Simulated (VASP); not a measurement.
# WS2 in VASP: single point with PBEsol+D3(BJ)

Aim: the single point of WS2 with PBEsol+D3(BJ).

Program: VASP 6.6.1. These are calculated values, not measurements. Logs are shortened: lines on timing, memory, paths and dates and some standing lists are left out, and cuts for length are marked.

## (1) The cell of the first run

The cell holds a slab with vacuum, 3 atoms: a = 3.184 Å, b = 3.184 Å, c = 16.951 Å, α = 90.00°, β = 90.00°, γ = 120.00°.

## (2) Single point, PBEsol+D3(BJ)

INCAR reads:

```
  PREC = Accurate
  ENCUT = 500
  EDIFF = 1E-6
  ISMEAR = 0
  SIGMA = 0.1
  LREAL = F
  LASPH = T
  NELM = 120
  ALGO = Normal
  ISIF = 2
  LWAVE = F
  LCHARG = F
  GGA = PS
  IVDW = 12
  NBANDS = 20
  GGA_COMPAT = F
```

KPOINTS reads:

```
Automatic mesh
0
Gamma
  6 6 1
```

POSCAR reads:

```
WS2
1.0
    3.1835163552      0.0000000000      0.0000000000
   -1.5917581776      2.7570060369      0.0000000000
    0.0000000000      0.0000000000     16.9505778900
W S
1 2
Direct
    0.3333333300      0.6666666700      0.0000000000
    0.6666666700      0.3333333300      0.9079994900
    0.6666666700      0.3333333300      0.0920005100
```

Potentials or basis: VASP PAW PBE potentials, release 64 (W_sv, S).

Started as:

```sh
> cat potpaw_PBE.64/W_sv/POTCAR potpaw_PBE.64/S/POTCAR > POTCAR
> mpirun -np 1 vasp_std > vasp.out
```

OUTCAR:

```text
PREC = Accurate
   ENCUT = 500
   EDIFF = 1E-6
   ISMEAR = 0
   LREAL = F
   LASPH = T
   NELM = 120
   ISIF = 2
   GGA = PS
   IVDW = 12
 IVDW          = 12

 ion  position               nearest neighbor table
   1  0.333  0.667  0.000-   2 2.41   3 2.41   2 2.41   3 2.41   2 2.41   3 2.41
   2  0.667  0.333  0.908-   1 2.41   1 2.41   1 2.41
   3  0.667  0.333  0.092-   1 2.41   1 2.41   1 2.41

  LATTYP: Found a hexagonal cell.
 ALAT       =     3.1835163552
 C/A-ratio  =     5.3244827413

  Lattice vectors:

 A1 = (   3.1835163552,   0.0000000000,   0.0000000000)
 A2 = (  -1.5917581776,   2.7570060369,   0.0000000000)
 A3 = (   0.0000000000,   0.0000000000,  16.9505778900)

Analysis of symmetry for initial positions (statically):
=====================================================================
 Subroutine PRICEL returns:
 Original cell was already a primitive cell.

 Routine SETGRP: Setting up the symmetry group for a
 hexagonal supercell.

 Subroutine GETGRP returns: Found 12 space group operations
 (whereof 12 operations were pure point group operations)
 out of a pool of 24 trial point group operations.

The static configuration has the point symmetry D_3h.

Analysis of symmetry for dynamics (positions and initial velocities):
=====================================================================
 Subroutine PRICEL returns:
 Original cell was already a primitive cell.

 Routine SETGRP: Setting up the symmetry group for a
 hexagonal supercell.

 Subroutine GETGRP returns: Found 12 space group operations
 (whereof 12 operations were pure point group operations)
 out of a pool of 24 trial point group operations.

The dynamic configuration has the point symmetry D_3h.

 Subroutine INISYM returns: Found 12 space group operations
 (whereof 12 operations are pure point group operations),
 and found     1 'primitive' translations

----------------------------------------------------------------------------------------

                                     Primitive cell

  volume of cell :     148.7748

  direct lattice vectors                    reciprocal lattice vectors
     3.183516355  0.000000000  0.000000000     0.314118066  0.181356150  0.000000000
    -1.591758178  2.757006037  0.000000000     0.000000000  0.362712300  0.000000000
     0.000000000  0.000000000 16.950577890     0.000000000  0.000000000  0.058995039

  length of vectors
     3.183516355  3.183516355 16.950577890     0.362712300  0.362712300  0.058995039

  position of ions in fractional coordinates (direct lattice)
     0.333333330  0.666666670  0.000000000
     0.666666670  0.333333330  0.907999490
     0.666666670  0.333333330  0.092000510

  ion indices of the primitive-cell ions
   primitive index   ion index
                 1           1
                 2           2
                 3           3

----------------------------------------------------------------------------------------

 KPOINTS: Automatic mesh

Automatic generation of k-mesh.
 Grid dimensions read from file:
 generate k-points for:    6    6    1

 Generating k-lattice:

  Cartesian coordinates                     Fractional coordinates (reciprocal lattice)
     0.052353011  0.030226025  0.000000000     0.166666667 -0.000000000  0.000000000
     0.000000000  0.060452050  0.000000000     0.000000000  0.166666667  0.000000000
     0.000000000  0.000000000  0.058995039     0.000000000  0.000000000  1.000000000

  Length of vectors
     0.060452050  0.060452050  0.058995039

  Shift w.r.t. Gamma in fractional coordinates (k-lattice)
     0.000000000  0.000000000  0.000000000

 Subroutine IBZKPT returns following result:
 ===========================================

 Found      7 irreducible k-points:

 Following reciprocal coordinates:
            Coordinates               Weight
  0.000000  0.000000  0.000000      1.000000
  0.166667  0.000000  0.000000      6.000000
  0.333333 -0.000000  0.000000      6.000000
  0.500000  0.000000  0.000000      3.000000
  0.166667  0.166667  0.000000      6.000000
  0.333333  0.166667  0.000000     12.000000
  0.333333  0.333333  0.000000      2.000000
   k-points           NKPTS =      7   k-points in BZ     NKDIM =      7   number of bands    NBANDS=     20
   number of dos      NEDOS =    301   number of ions     NIONS =      3
   total plane-waves  NPLWV =  72576
   dimension x,y,z NGX =    24 NGY =   24 NGZ =  126
   dimension x,y,z NGXF=    48 NGYF=   48 NGZF=  252
   ions per type =               1   2
   NGX,Y,Z   is equivalent  to a cutoff of  12.53, 12.53, 12.36 a.u.
   NGXF,Y,Z  is equivalent  to a cutoff of  25.07, 25.07, 24.72 a.u.
 SYSTEM =  unknown system
   PREC   = accura    normal or accurate (medium, high low for compatibility)
   ISTART =      0    job   : 0-new  1-cont  2-samecut
   ICHARG =      2    charge: 1-file 2-atom 10-const
   ISPIN  =      1    spin polarized calculation?
   LNONCOLLINEAR =      F non collinear calculations
   LSORBIT =      F    spin-orbit coupling
   LASPH  =      T    aspherical Exc in radial PAW
   ENCUT  =  500.0 eV  36.75 Ry    6.06 a.u.   5.80  5.80 30.90*2*pi/ulx,y,z
   NELM   =    120;   NELMIN=  2; NELMDL= -5     # of ELM steps
   EDIFF  = 0.1E-05   stopping-criterion for ELM
   LREAL  =      F    real-space projection
   EDIFFG = 0.1E-04   stopping-criterion for IOM
   NSW    =      0    number of steps for IOM
   IBRION =     -1    ionic relax: 0-MD 1-quasi-New 2-CG
   NFREE  =      0    steps in history (QN), initial steepest desc. (CG)
   ISIF   =      2    stress and relaxation
   ISYM   =      2    0-nonsym 1-usesym 2-fastsym
   POTIM  = 0.5000    time-step for ionic-motion
   TEBEG  =    0.0;   TEEND  =   0.0 temperature during run
   PSTRESS=    0.0 pullay stress
   NELECT =      26.0000    total number of electrons
   NUPDOWN=      -1.0000    fix difference up-down
   EMIN   =  10.00;   EMAX   =-10.00  energy-range for DOS
   EFERMI =   0.00;   METHOD = LEGACY
   ISMEAR =     0;   SIGMA  =   0.10  broadening in eV -4-tet -1-fermi 0-gaus
   EFERMI_NEDOS =   21; number of points for ismear=-14 and -15
   IALGO  =     38    algorithm
   IMIX   =      4    mixing-type and parameters
     AMIX     =   0.40;   BMIX     =  1.00
     AMIX_MAG =   1.60;   BMIX_MAG =  1.00
  volume/ion in A,a.u.               =      49.59       334.66
  Fermi-wavevector in a.u.,A,eV,Ry     =   0.915285  1.729637 11.398226  0.837746
  Thomas-Fermi vector in A             =   2.040009
   LORBIT       =      0    0 simple, 1 ext, 2 COOP (PROOUT), +10 PAW based schemes
   GGA     = PS    functional components
   LHFCALC =     F    Hartree Fock is set to
   AEXX    =    0.0000 exact exchange contribution
   IVDW    =    12    specifies the selected vdW correction
   LEPSILON=     F    determine dielectric tensor
   LRPA    =     F    only Hartree local field effects (RPA)
 non-spin polarized calculation
 Gauss-broadening in eV      SIGMA  =   0.10
  energy-cutoff  :      500.00
  volume of cell :      148.77
 maximum number of plane-waves:      3785
 NGX is ok and might be reduce to    24
   NGX = 11   NGY = 11   NGZ = 61

 number of electron      25.9999999 magnetization

 Free energy of the ion-electron system (eV)
  ---------------------------------------------------
  ext. energy  EPLUGINS =         0.00000000
  ---------------------------------------------------
  free energy    TOTEN  =       -25.23222445 eV

  energy without entropy =      -25.23222445  energy(sigma->0) =      -25.23222445

 E-fermi :  -0.8151     XC(G=0):  -4.5506

 val. band max:       -1.2782755050   @ k =   0.3333   0.3333   0.0000
 cond. band min:       0.5074095797   @ k =   0.3333   0.3333   0.0000
 fundamental gap:      1.7856850847
 Fermi energy:        -0.8151207464

 k-point     1 :       0.0000    0.0000    0.0000
  band No.  band energies     occupation
      1     -75.2300      2.00000
      2     -39.4787      2.00000
      3     -39.3219      2.00000
      4     -39.3219      2.00000
      5     -16.0307      2.00000
      6     -14.3471      2.00000
[... 12 lines left out ...]
     19       4.3066      0.00000
     20       4.3255      0.00000

 k-point     2 :       0.1667    0.0000    0.0000
  band No.  band energies     occupation
      1     -75.2258      2.00000
      2     -39.4633      2.00000
      3     -39.4072      2.00000
      4     -39.3418      2.00000
      5     -15.5861      2.00000
      6     -14.1876      2.00000
[... 12 lines left out ...]
     19       4.8546      0.00000
     20       5.5526      0.00000

 k-point     3 :       0.3333   -0.0000    0.0000
  band No.  band energies     occupation
      1     -75.2174      2.00000
      2     -39.5743      2.00000
      3     -39.4323      2.00000
      4     -39.3813      2.00000
      5     -14.5439      2.00000
      6     -13.8238      2.00000
[... 12 lines left out ...]
     19       6.0490      0.00000
     20       6.0627      0.00000

 k-point     4 :       0.5000    0.0000    0.0000
  band No.  band energies     occupation
      1     -75.2132      2.00000
      2     -39.6560      2.00000
      3     -39.4167      2.00000
      4     -39.4010      2.00000
      5     -13.8872      2.00000
      6     -13.6110      2.00000
[... 12 lines left out ...]
     19       6.3722      0.00000
     20       6.6603      0.00000

 k-point     5 :       0.1667    0.1667    0.0000
  band No.  band energies     occupation
      1     -75.2195      2.00000
      2     -39.5172      2.00000
      3     -39.4401      2.00000
      4     -39.3876      2.00000
      5     -14.8327      2.00000
      6     -13.9177      2.00000
[... 12 lines left out ...]
     19       5.8261      0.00000
     20       6.6861      0.00000

 k-point     6 :       0.3333    0.1667    0.0000
  band No.  band energies     occupation
      1     -75.2132      2.00000
      2     -39.6144      2.00000
      3     -39.4442      2.00000
      4     -39.4168      2.00000
      5     -13.9106      2.00000
      6     -13.5915      2.00000
[... 12 lines left out ...]
     19       6.9972      0.00000
     20       7.2442      0.00000

 k-point     7 :       0.3333    0.3333    0.0000
  band No.  band energies     occupation
      1     -75.2111      2.00000
      2     -39.5724      2.00000
      3     -39.5383      2.00000
      4     -39.4090      2.00000
      5     -13.5670      2.00000
      6     -13.4449      2.00000
[... 12 lines left out ...]
     19       5.8031      0.00000
     20       8.0780      0.00000

------------------------ aborting loop because EDIFF is reached ----------------------------------------

 Edisp (eV)   -0.73203

 E8    (eV) :    -0.4921

  FORCE on cell =-STRESS in cart. coord.  units (eV):
  Direction    XX          YY          ZZ          XY          YZ          ZX
  --------------------------------------------------------------------------------------
  -------------------------------------------------------------------------------------
  Total      -2.01758    -2.01758    -0.50979     0.00000    -0.00000     0.00000
  in kB     -21.72756   -21.72756    -5.49005     0.00000    -0.00000     0.00000
  external pressure =      -16.32 kB  Pullay stress =        0.00 kB

 VOLUME and BASIS-vectors are now :
 -----------------------------------------------------------------------------
  energy-cutoff  :      500.00
  volume of cell :      148.77
      direct lattice vectors                 reciprocal lattice vectors
     3.183516355  0.000000000  0.000000000     0.314118066  0.181356150  0.000000000
    -1.591758178  2.757006037  0.000000000     0.000000000  0.362712300  0.000000000
     0.000000000  0.000000000 16.950577890     0.000000000  0.000000000  0.058995039

 POSITION                                       TOTAL-FORCE (eV/Angst)
 -----------------------------------------------------------------------------------
     -0.00000      1.83800      0.00000         0.000000      0.000000      0.000000
      1.59176      0.91900     15.39112        -0.000000      0.000000      0.148729
      1.59176      0.91900      1.55946        -0.000000     -0.000000     -0.148729
 -----------------------------------------------------------------------------------
    total drift:                                0.000002     -0.000001     -0.000000

  FREE ENERGIE OF THE ION-ELECTRON SYSTEM (eV)
  ---------------------------------------------------
  free  energy   TOTEN  =       -25.9642500492 eV

  energy  without entropy=      -25.9642500492  energy(sigma->0) =      -25.96425005
```

Run time: 30 s. Hardware: 1 thread of Intel Xeon Platinum 8259CL at 2.50GHz (Skylake/Cascade Lake), shared host; peak memory 0.24 GiB.

Results:

```
Free energy                : -25.9643 eV
Largest force              : 0.149 eV/Å
Band gap on the k mesh     : 1.79 eV, direct
Dispersion energy per atom : -0.244 eV
```

Forces in eV/Å, atoms in the order of the input:
```
W    0.000  0.000  0.000
S    0.000  0.000  0.149
S    0.000  0.000 -0.149
```

Caveat: the PAW data sets were made with another functional, which shifts forces and pressure a little; spin-orbit coupling is left out, which moves the levels of the heavy elements.
